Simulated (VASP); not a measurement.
Wanted: the native input for a VASP 6.6.1 run.

```yaml
Task: single point
Functional: r2SCAN
Potentials_or_basis: VASP PAW PBE potentials, release 64 (In_d, As)
Cutoff: 520 eV
k_mesh: 10 × 10 × 10
Occupations: gaussian, width 0.03 eV
Spin: no spin polarisation
Dipole_correction: no
Further_INCAR_settings: ALGO = Normal; EDIFF = 1e-06; NBANDS = 16
```

The system is InAs.

```
In As
1.0
     0.00000    2.92944    3.22238
     2.92944    0.00000    3.22238
     2.92944    2.92944    0.00000
In As
1 1
Direct
  0.00000 0.00000 0.00000
  0.75000 0.75000 0.75000
```

This cell differs from its parent crystal: ratio of the length along z to the lengths across it x 1.1, volume and fractional coordinates fixed.

These files were run (other wordings do the same):

POSCAR

```
InAs
1.0
    0.0000000000      2.9294374218      3.2223811640
    2.9294374218      0.0000000000      3.2223811640
    2.9294374218      2.9294374218      0.0000000000
In As
1 1
Direct
    0.0000000000      0.0000000000      0.0000000000
    0.7500000000      0.7500000000      0.7500000000
```

INCAR.step1

```
SYSTEM = InAs
PREC = Accurate ; ENCUT = 520
ISMEAR = 0 ; SIGMA = 0.03
LREAL = .False. ; LASPH = .True.
NELM = 100 ; NBANDS = 16
GGA = PE ; ALGO = Normal
EDIFF = 1E-4 ; LWAVE = .True.
LCHARG = .False.
```

INCAR.step2

```
SYSTEM = InAs
PREC = Accurate ; ENCUT = 520
EDIFF = 1E-6 ; ISMEAR = 0
SIGMA = 0.03 ; LREAL = .False.
LASPH = .True. ; NELM = 100
ALGO = Normal ; ISIF = 2
LWAVE = .False. ; LCHARG = .False.
METAGGA = R2SCAN ; LMIXTAU = .True.
NBANDS = 16 ; ISTART = 1
```

KPOINTS

```
regular mesh
0
Gamma
  10 10 10
  0 0 0
```

Potentials or basis: VASP PAW PBE potentials, release 64 (In_d, As).

Command:

```sh
$ cat potpaw_PBE.64/In_d/POTCAR potpaw_PBE.64/As/POTCAR > POTCAR
$ cp INCAR.step1 INCAR
$ mpirun -np 1 vasp_std > vasp.out
$ cp INCAR.step2 INCAR
$ mpirun -np 1 vasp_std > vasp.out
```

It gave:

```
Pressure               : 1.7 GPa
Band gap on the k mesh : 0.01 eV
```

Caveat: the smearing spreads over this small gap; semilocal functionals underestimate gaps, and a narrow one can read as zero; the PAW data sets were made with another functional, which shifts forces and pressure a little; spin-orbit coupling is left out, which moves the levels of the heavy elements.

Wall time 92 s on 1 thread of Intel(R) Xeon(R) 6975P-C (Granite Rapids), with other jobs on the host, peak memory 0.25 GiB.
